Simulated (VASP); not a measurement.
# SiC (I-4m2) in VASP: single point with HSE06

Aim: the single point of SiC with HSE06.

Everything below comes from runs of VASP 6.6.1. Logs are shortened: lines on timing, memory, paths and dates and some standing lists are left out, and cuts for length are marked.

## (1) The cell of the first run

The structure is tetragonal, space group I-4m2 (No. 119). The conventional cell has a = 3.065 Å, b = 3.065 Å, c = 4.371 Å, α = 90.00°, β = 90.00°, γ = 90.00°. Si (site symmetry -4m2) has 4 C at 1.88 Å within 2.5 Å. C (site symmetry -4m2) has 4 Si at 1.88 Å within 2.5 Å.

## (2) Single point, HSE06 (epitaxial xy strain -0.5%)

File POSCAR:

```
SiC
1.0
    0.0000000000      2.1671620832      2.1852643348
    2.1671620832      0.0000000000      2.1852643348
    2.1671620832      2.1671620832      0.0000000000
Si C
1 1
Direct
    0.0000000000      0.0000000000      0.0000000000
    0.2500000000      0.2500000000      0.2500000000
```

File INCAR.step1:

```
PREC = Accurate
ENCUT = 520
EDIFF = 1E-5
ISMEAR = 0
SIGMA = 0.01
LREAL = F
LASPH = T
NELM = 60
ALGO = Normal
ISIF = 2
LWAVE = T
LCHARG = F
GGA = PE
NBANDS = 11
```

File INCAR.step2:

```
PREC = Accurate
ENCUT = 520
EDIFF = 1E-7
ISMEAR = 0
SIGMA = 0.01
LREAL = F
LASPH = T
NELM = 60
ALGO = Normal
ISIF = 2
LWAVE = F
LCHARG = F
GGA = PE
LHFCALC = T
HFSCREEN = 0.2079
PRECFOCK = Normal
ISTART = 1
NBANDS = 11
```

File KPOINTS:

```
regular mesh
0
Gamma
  8 8 8
```

Potentials or basis: VASP PAW PBE potentials, release 64 (Si, C).

Launch:

```bash
$ cat potpaw_PBE.64/Si/POTCAR potpaw_PBE.64/C/POTCAR > POTCAR
$ cp INCAR.step1 INCAR
$ mpirun -np 1 vasp_std > vasp.out
$ cp INCAR.step2 INCAR
$ mpirun -np 1 vasp_std > vasp.out
```

OUTCAR:

```text
PREC = Accurate
   ENCUT = 520
   EDIFF = 1E-7
   ISMEAR = 0
   LREAL = F
   LASPH = T
   NELM = 60
   ISIF = 2
   GGA = PE
   LHFCALC = T
   HFSCREEN = 0.2079
   PRECFOCK = Normal
   ISTART = 1

 ion  position               nearest neighbor table
   1  0.000  0.000  0.000-   2 1.88   2 1.88   2 1.88   2 1.88
   2  0.250  0.250  0.250-   1 1.88   1 1.88   1 1.88   1 1.88

  LATTYP: Found a body centered tetragonal cell.
 ALAT       =     3.0648300099
 C/A-ratio  =     1.4260264535

  Lattice vectors:

 A1 = (  -2.1671620832,   0.0000000000,   2.1852643348)
 A2 = (   2.1671620832,   0.0000000000,   2.1852643348)
 A3 = (   0.0000000000,   2.1671620832,  -2.1852643348)

Analysis of symmetry for initial positions (statically):
=====================================================================
 Subroutine PRICEL returns:
 Original cell was already a primitive cell.

 Routine SETGRP: Setting up the symmetry group for a
 body centered tetragonal supercell.

 Subroutine GETGRP returns: Found  8 space group operations
 (whereof  8 operations were pure point group operations)
 out of a pool of 16 trial point group operations.

The static configuration has the point symmetry D_2d.

Analysis of symmetry for dynamics (positions and initial velocities):
=====================================================================
 Subroutine PRICEL returns:
 Original cell was already a primitive cell.

 Routine SETGRP: Setting up the symmetry group for a
 body centered tetragonal supercell.

 Subroutine GETGRP returns: Found  8 space group operations
 (whereof  8 operations were pure point group operations)
 out of a pool of 16 trial point group operations.

The dynamic configuration has the point symmetry D_2d.

 Subroutine INISYM returns: Found  8 space group operations
 (whereof  8 operations are pure point group operations),
 and found     1 'primitive' translations

----------------------------------------------------------------------------------------

                                     Primitive cell

  volume of cell :      20.5266

  direct lattice vectors                    reciprocal lattice vectors
     0.000000000  2.167162083  2.185264335    -0.230716477  0.230716477  0.228805272
     2.167162083  0.000000000  2.185264335     0.230716477 -0.230716477  0.228805272
     2.167162083  2.167162083  0.000000000     0.230716477  0.230716477 -0.228805272

  length of vectors
     3.077656853  3.077656853  3.064830010     0.398512280  0.398512280  0.398512280

  position of ions in fractional coordinates (direct lattice)
     0.000000000  0.000000000  0.000000000
     0.250000000  0.250000000  0.250000000

  ion indices of the primitive-cell ions
   primitive index   ion index
                 1           1
                 2           2

----------------------------------------------------------------------------------------

 KPOINTS: regular mesh

Automatic generation of k-mesh.
 Grid dimensions read from file:
 generate k-points for:    8    8    8

 Generating k-lattice:

  Cartesian coordinates                     Fractional coordinates (reciprocal lattice)
    -0.028839560  0.028839560  0.028600659     0.125000000  0.000000000  0.000000000
     0.028839560 -0.028839560  0.028600659     0.000000000  0.125000000  0.000000000
     0.028839560  0.028839560 -0.028600659    -0.000000000 -0.000000000  0.125000000

  Length of vectors
     0.049814035  0.049814035  0.049814035

  Shift w.r.t. Gamma in fractional coordinates (k-lattice)
     0.000000000  0.000000000  0.000000000

 Subroutine IBZKPT returns following result:
 ===========================================

 Found     59 irreducible k-points:

 Following reciprocal coordinates:
            Coordinates               Weight
  0.000000  0.000000  0.000000      1.000000
  0.125000 -0.000000  0.000000      8.000000
  0.250000 -0.000000  0.000000      8.000000
  0.375000  0.000000  0.000000      8.000000
  0.500000 -0.000000  0.000000      4.000000
  0.125000  0.125000  0.000000      2.000000
[... 16 lines left out ...]
  0.250000 -0.000000  0.125000     16.000000
  0.375000  0.000000  0.125000     16.000000
 [... further k-points ...]
   k-points           NKPTS =     59   k-points in BZ     NKDIM =    512   number of bands    NBANDS=     11
   number of dos      NEDOS =    301   number of ions     NIONS =      2
   total plane-waves  NPLWV =  13824
   dimension x,y,z NGX =    24 NGY =   24 NGZ =   24
   dimension x,y,z NGXF=    48 NGYF=   48 NGZF=   48
   ions per type =               1   1
   NGX,Y,Z   is equivalent  to a cutoff of  12.96, 12.96, 13.02 a.u.
   NGXF,Y,Z  is equivalent  to a cutoff of  25.93, 25.93, 26.04 a.u.
 SYSTEM =  unknown system
   PREC   = accura    normal or accurate (medium, high low for compatibility)
   ISTART =      1    job   : 0-new  1-cont  2-samecut
   ICHARG =      0    charge: 1-file 2-atom 10-const
   ISPIN  =      1    spin polarized calculation?
   LNONCOLLINEAR =      F non collinear calculations
   LSORBIT =      F    spin-orbit coupling
   LASPH  =      T    aspherical Exc in radial PAW
   ENCUT  =  520.0 eV  38.22 Ry    6.18 a.u.   5.72  5.72  5.70*2*pi/ulx,y,z
   NELM   =     60;   NELMIN=  2; NELMDL=  0     # of ELM steps
   EDIFF  = 0.1E-06   stopping-criterion for ELM
   LREAL  =      F    real-space projection
   EDIFFG = 0.1E-05   stopping-criterion for IOM
   NSW    =      0    number of steps for IOM
   IBRION =     -1    ionic relax: 0-MD 1-quasi-New 2-CG
   NFREE  =      0    steps in history (QN), initial steepest desc. (CG)
   ISIF   =      2    stress and relaxation
   ISYM   =      3    0-nonsym 1-usesym 2-fastsym
   POTIM  = 0.5000    time-step for ionic-motion
   TEBEG  =    0.0;   TEEND  =   0.0 temperature during run
   PSTRESS=    0.0 pullay stress
   NELECT =       8.0000    total number of electrons
   NUPDOWN=      -1.0000    fix difference up-down
   EMIN   =  10.00;   EMAX   =-10.00  energy-range for DOS
   EFERMI =   0.00;   METHOD = LEGACY
   ISMEAR =     0;   SIGMA  =   0.01  broadening in eV -4-tet -1-fermi 0-gaus
   EFERMI_NEDOS =   21; number of points for ismear=-14 and -15
   IALGO  =     38    algorithm
   IMIX   =      1    mixing-type and parameters
     AMIX     =   0.40;   BMIX     =  1.00
     AMIX_MAG =   1.60;   BMIX_MAG =  1.00
  volume/ion in A,a.u.               =      10.26        69.26
  Fermi-wavevector in a.u.,A,eV,Ry     =   1.195820  2.259773 19.456142  1.429986
  Thomas-Fermi vector in A             =   2.331776
   LORBIT       =      0    0 simple, 1 ext, 2 COOP (PROOUT), +10 PAW based schemes
   GGA     = PE    functional components
   LHFCALC =     T    Hartree Fock is set to
   PRECFOCK=normal    Normal, Fast or Accurate (Low or Medium for compatibility)
   ENCUT4O =  -1.0   cutoff for four orbital integrals eV
   NKREDX  =     1    reduce k-point grid by
   NKREDY  =     1    reduce k-point grid by
   NKREDZ  =     1    reduce k-point grid by
   AEXX    =    0.2500 exact exchange contribution
   HFSCREEN=    0.2079 screening length (either q_TF or 0.3 A-1)
   HFSCREENC=   0.2079 screening length for correlation (either q_TF or 0.3 A-1)
   ENCUTFOCK=  -1.0 apply spherical cutoff to Coloumb kernel
   IVDW    =     0    specifies the selected vdW correction
   LEPSILON=     F    determine dielectric tensor
   LRPA    =     F    only Hartree local field effects (RPA)
 non-spin polarized calculation
 Gauss-broadening in eV      SIGMA  =   0.01
  energy-cutoff  :      520.00
  volume of cell :       20.53
 maximum number of plane-waves:       568
  NGX = 18; NGY = 18; NGZ = 18

 number of electron       8.0000001 magnetization

 Free energy of the ion-electron system (eV)
  ---------------------------------------------------
  ext. energy  EPLUGINS =         0.00000000
  ---------------------------------------------------
  free energy    TOTEN  =       -17.42323547 eV

  energy without entropy =      -17.42323547  energy(sigma->0) =      -17.42323547

 E-fermi :   7.6473     XC(G=0):  -9.3840

 val. band max:        7.5993890985   @ k =   0.0000   0.0000   0.0000
 cond. band min:       9.7798861164   @ k =   0.5000   0.0000   0.5000
 fundamental gap:      2.1804970178
 Fermi energy:         7.6472641510

 k-point     1 :       0.0000    0.0000    0.0000
  band No.  band energies     occupation
      1      -9.4728      2.00000
      2       7.5400      2.00000
      3       7.5994      2.00000
      4       7.5994      2.00000
      5      15.2125      0.00000
      6      16.2191      0.00000
      7      16.2191      0.00000
      8      16.2412      0.00000
      9      23.5747      0.00000
     10      23.8466      0.00000
     11      25.6862      0.00000

 k-point     2 :       0.1250   -0.0000    0.0000
  band No.  band energies     occupation
      1      -9.1397      2.00000
      2       5.9681      2.00000
      3       7.3355      2.00000
      4       7.3874      2.00000
      5      15.4018      0.00000
      6      16.6099      0.00000
      7      16.6134      0.00000
      8      16.8661      0.00000
      9      22.2896      0.00000
     10      22.4858      0.00000
     11      25.1878      0.00000

 k-point     3 :       0.2500   -0.0000    0.0000
  band No.  band energies     occupation
      1      -8.1657      2.00000
      2       2.8632      2.00000
      3       6.8773      2.00000
      4       6.9555      2.00000
      5      14.8684      0.00000
      6      16.8305      0.00000
      7      16.9097      0.00000
      8      18.5343      0.00000
      9      22.2160      0.00000
     10      22.2586      0.00000
     11      24.2555      0.00000

 k-point     4 :       0.3750    0.0000    0.0000
  band No.  band energies     occupation
      1      -6.6883      2.00000
      2      -0.1696      2.00000
      3       6.5029      2.00000
      4       6.6033      2.00000
      5      14.4330      0.00000
      6      16.3163      0.00000
      7      16.4401      0.00000
      8      19.1874      0.00000
      9      24.3836      0.00000
     10      24.4362      0.00000
     11      24.8193      0.00000

 k-point     5 :       0.5000   -0.0000    0.0000
  band No.  band energies     occupation
      1      -5.5919      2.00000
      2      -1.8171      2.00000
      3       6.3658      2.00000
      4       6.4747      2.00000
      5      14.2842      0.00000
      6      16.0331      0.00000
      7      16.1609      0.00000
      8      19.1806      0.00000
      9      25.5691      0.00000
     10      26.6943      0.00000
     11      26.8139      0.00000
[... 211 lines left out ...]
 k-point    21 :       0.5000    0.5000    0.0000
  band No.  band energies     occupation
      1      -4.0683      2.00000
      2      -1.0606      2.00000
      3       4.1299      2.00000
      4       4.1299      2.00000
      5       9.8589      0.00000
      6      13.0813      0.00000
      7      23.6391      0.00000
      8      23.6391      0.00000
      9      24.3456      0.00000
     10      29.7551      0.00000
     11      31.7681      0.00000

 k-point    22 :       0.1250    0.0000    0.1250
  band No.  band energies     occupation
      1      -9.0262      2.00000
      2       6.3964      2.00000
      3       6.7816      2.00000
      4       6.8278      2.00000
      5      14.9973      0.00000
      6      16.2717      0.00000
      7      17.3290      0.00000
      8      17.4348      0.00000
      9      20.5597      0.00000
     10      24.1291      0.00000
     11      27.1759      0.00000

 k-point    23 :       0.2500   -0.0000    0.1250
  band No.  band energies     occupation
      1      -8.2619      2.00000
      2       3.9474      2.00000
      3       6.1996      2.00000
      4       6.5213      2.00000
      5      14.4920      0.00000
      6      16.6554      0.00000
      7      17.6649      0.00000
      8      18.1515      0.00000
      9      20.7872      0.00000
     10      24.0962      0.00000
     11      26.3073      0.00000

 k-point    24 :       0.3750    0.0000    0.1250
  band No.  band energies     occupation
      1      -6.9312      2.00000
      2       0.9518      2.00000
      3       5.8427      2.00000
      4       5.9088      2.00000
      5      14.1582      0.00000
      6      16.5813      0.00000
      7      17.7928      0.00000
      8      18.5413      0.00000
      9      22.3486      0.00000
     10      25.6526      0.00000
     11      26.1549      0.00000

 [... further k-points ...]

------------------------ aborting loop because EDIFF is reached ----------------------------------------

  FORCE on cell =-STRESS in cart. coord.  units (eV):
  Direction    XX          YY          ZZ          XY          YZ          ZX
  --------------------------------------------------------------------------------------
  -------------------------------------------------------------------------------------
  Total        0.1047223      0.1047223     -0.1963006      0.0000000     -0.0000000      0.0000000
  in kB        8.1739685      8.1739685    -15.3219985      0.0000000     -0.0000000      0.0000000
  external PRESSURE =       0.3419795 kB  Pullay stress =       0.0000000 kB

 VOLUME and BASIS-vectors are now :
 -----------------------------------------------------------------------------
  energy-cutoff  :      520.00
  volume of cell :       20.53
      direct lattice vectors                 reciprocal lattice vectors
     0.000000000  2.167162083  2.185264335    -0.230716477  0.230716477  0.228805272
     2.167162083  0.000000000  2.185264335     0.230716477 -0.230716477  0.228805272
     2.167162083  2.167162083  0.000000000     0.230716477  0.230716477 -0.228805272

 POSITION                                       TOTAL-FORCE (eV/Angst)
 -----------------------------------------------------------------------------------
      0.00000      0.00000      0.00000         0.000000      0.000000      0.000000
      1.08358      1.08358      1.09263         0.000000     -0.000000     -0.000000
 -----------------------------------------------------------------------------------
    total drift:                               -0.000000     -0.000000      0.000000

  FREE ENERGIE OF THE ION-ELECTRON SYSTEM (eV)
  ---------------------------------------------------
  free  energy   TOTEN  =       -17.4232354741 eV

  energy  without entropy=      -17.4232354741  energy(sigma->0) =      -17.42323547
```

Run time: 77 min. Hardware: 1 thread of AMD EPYC 7R43 (Zen 3), shared host; peak memory 0.23 GiB.

Results:

| Item | Value |
| --- | --- |
| Free energy | -17.4232 eV |
| Pressure | 0.0 GPa |
| Band gap on the k mesh | 2.18 eV (least direct gap 5.73 eV) |

Stress tensor (GPa, compression positive):
```
 0.82  0.00  0.00
 0.00  0.82  0.00
 0.00  0.00 -1.53
```

Levels at points of the mesh, in eV from the valence-band top:
| k point | band 2 | band 3 | band 4 | band 5 | band 6 | band 7 |
| --- | --- | --- | --- | --- | --- | --- |
| (0.00, 0.00, 0.00) | -0.06 | 0.00 | 0.00 | 7.61 | 8.62 | 8.62 |
| (0.50, 0.00, 0.00) | -9.42 | -1.23 | -1.12 | 6.68 | 8.43 | 8.56 |
| (0.50, 0.50, 0.00) | -8.66 | -3.47 | -3.47 | 2.26 | 5.48 | 16.04 |
| (0.50, 0.00, 0.50) | -8.55 | -3.57 | -3.56 | 2.18 | 5.33 | 15.86 |

Caveat: the cell differs from its parent crystal (epitaxial xy strain -0.5%); the PAW data sets were made with another functional, which shifts forces and pressure a little.
